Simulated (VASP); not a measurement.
# PtSe2 (P-3m1) in VASP: notebook, part 2 of 2

VASP 6.6.1. The steps go on from the part before.

**3. Single point, PBEsol+D3(BJ) (19.27 Å³/atom)**

This run uses another cell than the first one, of 19.27 Å³/atom.

INCAR reads:

```
SYSTEM = PtSe2
PREC = Accurate ; ENCUT = 520
EDIFF = 1E-6 ; ISMEAR = 0
SIGMA = 0.1 ; LREAL = .False.
LASPH = .True. ; NELM = 100
ALGO = Normal ; ISIF = 2
LWAVE = .False. ; LCHARG = .False.
GGA = PS ; IVDW = 12
NBANDS = 18
```

KPOINTS reads:

```
Automatic mesh
0
Gamma
  12 12 8
  0 0 0
```

POSCAR reads:

```
PtSe2
1.0
    3.7531025620      0.0000000000      0.0000000000
   -1.8765512810      3.2502821617      0.0000000000
    0.0000000000      0.0000000000      4.7393244687
Pt Se
1 2
Direct
    0.0000000000      0.0000000000      0.0000000000
    0.3333333333      0.6666666667      0.2667406368
    0.6666666667      0.3333333333      0.7332593632
```

Potentials or basis: VASP PAW PBE potentials, release 64 (Pt, Se).

Launch:

```console
$ cat potpaw_PBE.64/Pt/POTCAR potpaw_PBE.64/Se/POTCAR > POTCAR
$ mpirun -np 1 vasp_std > vasp.out
```

OUTCAR:

```text
SYSTEM = PtSe2
   PREC = Accurate
   ENCUT = 520
   EDIFF = 1E-6
   ISMEAR = 0
   LREAL = .False.
   LASPH = .True.
   NELM = 100
   ISIF = 2
   GGA = PS
   IVDW = 12
 IVDW          = 12

 ion  position               nearest neighbor table
   1  0.000  0.000  0.000-   2 2.51   3 2.51   2 2.51   3 2.51   3 2.51   2 2.51
   2  0.333  0.667  0.267-   1 2.51   1 2.51   1 2.51
   3  0.667  0.333  0.733-   1 2.51   1 2.51   1 2.51

  LATTYP: Found a hexagonal cell.
 ALAT       =     3.7531025620
 C/A-ratio  =     1.2627751015

  Lattice vectors:

 A1 = (   3.7531025620,   0.0000000000,   0.0000000000)
 A2 = (  -1.8765512810,   3.2502821617,   0.0000000000)
 A3 = (   0.0000000000,   0.0000000000,   4.7393244687)

Analysis of symmetry for initial positions (statically):
=====================================================================
 Subroutine PRICEL returns:
 Original cell was already a primitive cell.

 Routine SETGRP: Setting up the symmetry group for a
 hexagonal supercell.

 Subroutine GETGRP returns: Found 12 space group operations
 (whereof 12 operations were pure point group operations)
 out of a pool of 24 trial point group operations.

The static configuration has the point symmetry D_3d.

Analysis of symmetry for dynamics (positions and initial velocities):
=====================================================================
 Subroutine PRICEL returns:
 Original cell was already a primitive cell.

 Routine SETGRP: Setting up the symmetry group for a
 hexagonal supercell.

 Subroutine GETGRP returns: Found 12 space group operations
 (whereof 12 operations were pure point group operations)
 out of a pool of 24 trial point group operations.

The dynamic configuration has the point symmetry D_3d.

 Subroutine INISYM returns: Found 12 space group operations
 (whereof 12 operations are pure point group operations),
 and found     1 'primitive' translations

----------------------------------------------------------------------------------------

                                     Primitive cell

  volume of cell :      57.8133

  direct lattice vectors                    reciprocal lattice vectors
     3.753102562  0.000000000  0.000000000     0.266446222  0.153832798  0.000000000
    -1.876551281  3.250282162  0.000000000     0.000000000  0.307665596  0.000000000
     0.000000000  0.000000000  4.739324469     0.000000000  0.000000000  0.211000535

  length of vectors
     3.753102562  3.753102562  4.739324469     0.307665596  0.307665596  0.211000535

  position of ions in fractional coordinates (direct lattice)
     0.000000000  0.000000000  0.000000000
     0.333333333  0.666666667  0.266740637
     0.666666667  0.333333333  0.733259363

  ion indices of the primitive-cell ions
   primitive index   ion index
                 1           1
                 2           2
                 3           3

----------------------------------------------------------------------------------------

 KPOINTS: Automatic mesh

Automatic generation of k-mesh.
 Grid dimensions read from file:
 generate k-points for:   12   12    8

 Generating k-lattice:

  Cartesian coordinates                     Fractional coordinates (reciprocal lattice)
     0.022203852  0.012819400  0.000000000     0.083333333  0.000000000  0.000000000
     0.000000000  0.025638800  0.000000000     0.000000000  0.083333333  0.000000000
     0.000000000  0.000000000  0.026375067     0.000000000  0.000000000  0.125000000

  Length of vectors
     0.025638800  0.025638800  0.026375067

  Shift w.r.t. Gamma in fractional coordinates (k-lattice)
     0.000000000  0.000000000  0.000000000

 Subroutine IBZKPT returns following result:
 ===========================================

 Found    131 irreducible k-points:

 Following reciprocal coordinates:
            Coordinates               Weight
  0.000000  0.000000  0.000000      1.000000
  0.083333  0.000000  0.000000      6.000000
  0.166667  0.000000  0.000000      6.000000
  0.250000  0.000000  0.000000      6.000000
  0.333333 -0.000000  0.000000      6.000000
  0.416667  0.000000  0.000000      6.000000
[... 16 lines left out ...]
  0.166667  0.000000  0.125000      6.000000
  0.000000  0.166667  0.125000      6.000000
 [... further k-points ...]
   k-points           NKPTS =    131   k-points in BZ     NKDIM =    131   number of bands    NBANDS=     18
   number of dos      NEDOS =    301   number of ions     NIONS =      3
   total plane-waves  NPLWV =  28224
   dimension x,y,z NGX =    28 NGY =   28 NGZ =   36
   dimension x,y,z NGXF=    56 NGYF=   56 NGZF=   72
   ions per type =               1   2
   NGX,Y,Z   is equivalent  to a cutoff of  12.40, 12.40, 12.63 a.u.
   NGXF,Y,Z  is equivalent  to a cutoff of  24.81, 24.81, 25.26 a.u.
 SYSTEM =  PtSe2
   PREC   = accura    normal or accurate (medium, high low for compatibility)
   ISTART =      0    job   : 0-new  1-cont  2-samecut
   ICHARG =      2    charge: 1-file 2-atom 10-const
   ISPIN  =      1    spin polarized calculation?
   LNONCOLLINEAR =      F non collinear calculations
   LSORBIT =      F    spin-orbit coupling
   LASPH  =      T    aspherical Exc in radial PAW
   ENCUT  =  520.0 eV  38.22 Ry    6.18 a.u.   6.98  6.98  8.81*2*pi/ulx,y,z
   NELM   =    100;   NELMIN=  2; NELMDL= -5     # of ELM steps
   EDIFF  = 0.1E-05   stopping-criterion for ELM
   LREAL  =      F    real-space projection
   EDIFFG = 0.1E-04   stopping-criterion for IOM
   NSW    =      0    number of steps for IOM
   IBRION =     -1    ionic relax: 0-MD 1-quasi-New 2-CG
   NFREE  =      0    steps in history (QN), initial steepest desc. (CG)
   ISIF   =      2    stress and relaxation
   ISYM   =      2    0-nonsym 1-usesym 2-fastsym
   POTIM  = 0.5000    time-step for ionic-motion
   TEBEG  =    0.0;   TEEND  =   0.0 temperature during run
   PSTRESS=    0.0 pullay stress
   NELECT =      22.0000    total number of electrons
   NUPDOWN=      -1.0000    fix difference up-down
   EMIN   =  10.00;   EMAX   =-10.00  energy-range for DOS
   EFERMI =   0.00;   METHOD = LEGACY
   ISMEAR =     0;   SIGMA  =   0.10  broadening in eV -4-tet -1-fermi 0-gaus
   EFERMI_NEDOS =   21; number of points for ismear=-14 and -15
   IALGO  =     38    algorithm
   IMIX   =      4    mixing-type and parameters
     AMIX     =   0.40;   BMIX     =  1.00
     AMIX_MAG =   1.60;   BMIX_MAG =  1.00
  volume/ion in A,a.u.               =      19.27       130.05
  Fermi-wavevector in a.u.,A,eV,Ry     =   1.186332  2.241843 19.148631  1.407385
  Thomas-Fermi vector in A             =   2.322507
   LORBIT       =      0    0 simple, 1 ext, 2 COOP (PROOUT), +10 PAW based schemes
   GGA     = PS    functional components
   LHFCALC =     F    Hartree Fock is set to
   AEXX    =    0.0000 exact exchange contribution
   IVDW    =    12    specifies the selected vdW correction
   LEPSILON=     F    determine dielectric tensor
   LRPA    =     F    only Hartree local field effects (RPA)
 non-spin polarized calculation
 Gauss-broadening in eV      SIGMA  =   0.10
  energy-cutoff  :      520.00
  volume of cell :       57.81
 maximum number of plane-waves:      1584
   NGX = 13   NGY = 13   NGZ = 17

 number of electron      21.9999998 magnetization

 Free energy of the ion-electron system (eV)
  ---------------------------------------------------
  ext. energy  EPLUGINS =         0.00000000
  ---------------------------------------------------
  free energy    TOTEN  =       -15.89829744 eV

  energy without entropy =      -15.89434170  energy(sigma->0) =      -15.89631957

 E-fermi :   6.9379     XC(G=0): -11.1291

 val. band max:        6.9088844608   @ k =   0.3333   0.3333   0.0000
 cond. band min:       6.9600815184   @ k =   0.3333   0.2500   0.0000
 fundamental gap:      0.0511970576
 Fermi energy:         6.9378682050

 k-point     1 :       0.0000    0.0000    0.0000
  band No.  band energies     occupation
      1      -8.9773      2.00000
      2      -5.6310      2.00000
      3      -0.3924      2.00000
      4       0.5044      2.00000
      5       0.5044      2.00000
      6       3.0416      2.00000
[... 10 lines left out ...]
     17      14.1145      0.00000
     18      18.5658      0.00000
[... 466 lines left out ...]
      2      -5.9710      2.00000
      3      -0.0598      2.00000
      4       0.6558      2.00000
      5       1.0765      2.00000
      6       2.3278      2.00000
[... 10 lines left out ...]
     17      15.5368      0.00000
     18      15.5649      0.00000

 [... further k-points ...]

------------------------ aborting loop because EDIFF is reached ----------------------------------------

 Edisp (eV)   -1.34910

 E8    (eV) :    -0.8777

  FORCE on cell =-STRESS in cart. coord.  units (eV):
  Direction    XX          YY          ZZ          XY          YZ          ZX
  --------------------------------------------------------------------------------------
  -------------------------------------------------------------------------------------
  Total      -0.76423    -0.76423    -0.76379    -0.00000     0.00000     0.00000
  in kB     -21.17893   -21.17893   -21.16674    -0.00000     0.00000     0.00000
  external pressure =      -21.17 kB  Pullay stress =        0.00 kB

 VOLUME and BASIS-vectors are now :
 -----------------------------------------------------------------------------
  energy-cutoff  :      520.00
  volume of cell :       57.81
      direct lattice vectors                 reciprocal lattice vectors
     3.753102562  0.000000000  0.000000000     0.266446222  0.153832798  0.000000000
    -1.876551281  3.250282162  0.000000000     0.000000000  0.307665596  0.000000000
     0.000000000  0.000000000  4.739324469     0.000000000  0.000000000  0.211000535

 POSITION                                       TOTAL-FORCE (eV/Angst)
 -----------------------------------------------------------------------------------
      0.00000      0.00000      0.00000         0.000000      0.000000     -0.000000
     -0.00000      2.16685      1.26417        -0.000000      0.000000      0.009875
      1.87655      1.08343      3.47515        -0.000000     -0.000000     -0.009875
 -----------------------------------------------------------------------------------
    total drift:                               -0.000000     -0.000000     -0.000000

  FREE ENERGIE OF THE ION-ELECTRON SYSTEM (eV)
  ---------------------------------------------------
  free  energy   TOTEN  =       -17.2473993311 eV

  energy  without entropy=      -17.2434435874  energy(sigma->0) =      -17.24542146
```

OSZICAR:

```text
N       E                     dE             d eps       ncg     rms          rms(c)
DAV:   1     0.108634126287E+03    0.10863E+03   -0.10157E+04  4748   0.108E+03
DAV:   2    -0.115968313737E+02   -0.12023E+03   -0.11643E+03  5670   0.214E+02
DAV:   3    -0.166682361397E+02   -0.50714E+01   -0.50242E+01  5698   0.433E+01
DAV:   4    -0.167052110470E+02   -0.36975E-01   -0.36954E-01  5858   0.402E+00
DAV:   5    -0.167055501028E+02   -0.33906E-03   -0.33904E-03  5610   0.380E-01    0.129E+01
DAV:   6    -0.161403193678E+02    0.56523E+00   -0.44292E+00  4896   0.184E+01    0.792E+00
DAV:   7    -0.159248255186E+02    0.21549E+00   -0.82158E-01  4842   0.883E+00    0.392E+00
DAV:   8    -0.159009008903E+02    0.23925E-01   -0.54424E-02  5214   0.159E+00    0.808E-01
DAV:   9    -0.158982901006E+02    0.26108E-02   -0.63042E-03  5160   0.730E-01    0.193E-01
DAV:  10    -0.158983001837E+02   -0.10083E-04   -0.10298E-03  5244   0.196E-01    0.348E-02
DAV:  11    -0.158982976379E+02    0.25458E-05   -0.44951E-05  5844   0.518E-02    0.234E-02
DAV:  12    -0.158982974394E+02    0.19851E-06   -0.28724E-06  5298   0.111E-02
   1 F= -.17247399E+02 E0= -.17245421E+02  d E =-.395574E-02
```

stdout:

```text
POSCAR found type information on POSCAR PtSe
 POSCAR found :  2 types and       3 ions
 scaLAPACK will be used
 -----------------------------------------------------------------------------
|                                                                             |
|                                                                             |
|     You enforced a specific xc type in the INCAR file but a different       |
|     I HOPE YOU KNOW WHAT YOU ARE DOING!                                     |
|                                                                             |
 -----------------------------------------------------------------------------

 LDA part: xc-table for (Slater+PW92), standard interpolation
 POSCAR, INCAR and KPOINTS ok, starting setup
 FFT: planning ... GRIDC
 FFT: planning ... GRID_SOFT
 FFT: planning ... GRID
 WAVECAR not read
 entering main loop
```

Wall time 2.1 min (1 thread of Intel Xeon Platinum 8259CL at 2.50GHz (Skylake/Cascade Lake), shared host); peak memory 0.28 GiB.

Results:

| Property | Result |
| --- | --- |
| Free energy | -17.2474 eV |
| Pressure | -2.1 GPa |
| Largest force | 0.010 eV/Å |
| Band gap on the k mesh | zero (bands 11 and 12 overlap by 0.94 eV) |
| Dispersion energy per atom | -0.450 eV |

Forces in eV/Å, atoms in the order of the input:
```
Pt   0.000  0.000  0.000
Se   0.000  0.000  0.010
Se   0.000  0.000 -0.010
```

Levels at points of the mesh, in eV from the Fermi level:
| k point | band 9 | band 10 | band 11 | band 12 | band 13 | band 14 |
| --- | --- | --- | --- | --- | --- | --- |
| (0.00, 0.00, 0.00) | -1.03 | -1.03 | 0.88 | 1.04 | 1.04 | 3.11 |
| (0.50, 0.00, 0.00) | -3.41 | -3.34 | -2.98 | 0.49 | 2.63 | 5.06 |
| (0.00, 0.00, 0.50) | -1.80 | -1.80 | -1.70 | 2.43 | 2.43 | 4.93 |
| (0.50, 0.00, 0.50) | -3.15 | -2.67 | -1.09 | 0.57 | 1.51 | 4.80 |

Caveat: the PAW data sets were made with another functional, which shifts forces and pressure a little; spin-orbit coupling is left out, which moves the levels of the heavy elements.

The gap in the log of VASP goes by the Fermi energy; the results here count the filled bands.